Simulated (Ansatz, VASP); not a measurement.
## KMgF3 in VASP and in Ansatz

```
K Mg F
1.0
     4.10548    0.00000    0.00000
     0.00000    4.10548    0.00000
     0.00000    0.00000    4.04569
K Mg F
1 1 3
Direct
  0.50000 0.50000 0.50000
  0.00000 0.00000 0.00000
  0.50000 0.00000 0.00000
  0.00000 0.50000 0.00000
  0.00000 0.00000 0.50000
```

Change from the starting cell: strain +0.030 along x and y, +0.015 along z, atoms carried along.

Alike in both runs: task single point; functional PBEsol; k mesh 6 × 6 × 6; occupations gaussian, width 0.05 eV; no spin polarisation.

|  | VASP | Ansatz |
| --- | --- | --- |
| version | VASP 6.6.1 | Ansatz 0.2.0 |
| potentials or method | VASP PAW PBE potentials, release 64 (K_sv, Mg, F), cutoff 520 eV | scalar-relativistic, plane waves, PAW |
| valence electrons in the cell | 32 | 40 |

Ansatz gave:

```
gap on the k mesh at the Fermi level (eV)                     : 6.62
least direct gap on the mesh (eV)                             : 6.94
pressure (GPa)                                                : -4.3
traceless stress, the component that is largest in VASP (GPa) : 0.71
```

Problem. Estimate VASP's values.

Solution. gap on the k mesh at the Fermi level (eV): 6.60; least direct gap on the mesh (eV): 6.92; pressure (GPa): -4.7; traceless stress, the component that is largest in VASP (GPa): 0.71.

VASP's potentials were made for PBE, not for PBEsol. The functional is the same, so the differences come from potentials, cutoffs and numerics. VASP's potentials hold 32 valence electrons a cell and Ansatz's 40, so a difference there can come from the potentials and not from the codes.
